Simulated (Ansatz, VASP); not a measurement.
**One calculation of LiCl, two programs**

```
Li Cl
1.0
     0.00000    2.57539    2.57539
     2.57539    0.00000    2.57539
     2.57539    2.57539    0.00000
Li Cl
1 1
Direct
  0.00000 0.00000 0.00000
  0.50000 0.50000 0.50000
```

Alike in both runs: functional PBE; k mesh 8 × 8 × 8; occupations gaussian, width 0.02 eV; no spin polarisation.

Ansatz relaxed the structure, and its values are those at the end. VASP's run is a single point on that final structure, the one shown.

|  | VASP | Ansatz |
| --- | --- | --- |
| version | VASP 6.6.1 | Ansatz 0.2.0 |
| potentials or method | VASP PAW PBE potentials, release 64 (Li_sv, Cl), cutoff 520 eV | scalar-relativistic, plane waves, PAW |
| valence electrons in the cell | 10 | 10 |

|  | VASP | Ansatz | Ansatz less VASP |
| --- | --- | --- | --- |
| gap on the k mesh at the Fermi level (eV) | 6.27 | 6.26 | -0.012 |
| least direct gap on the mesh (eV) | 6.27 | 6.26 | -0.012 |

Noted on VASP's run: the cutoff is short for stress, so the pressure is rough.
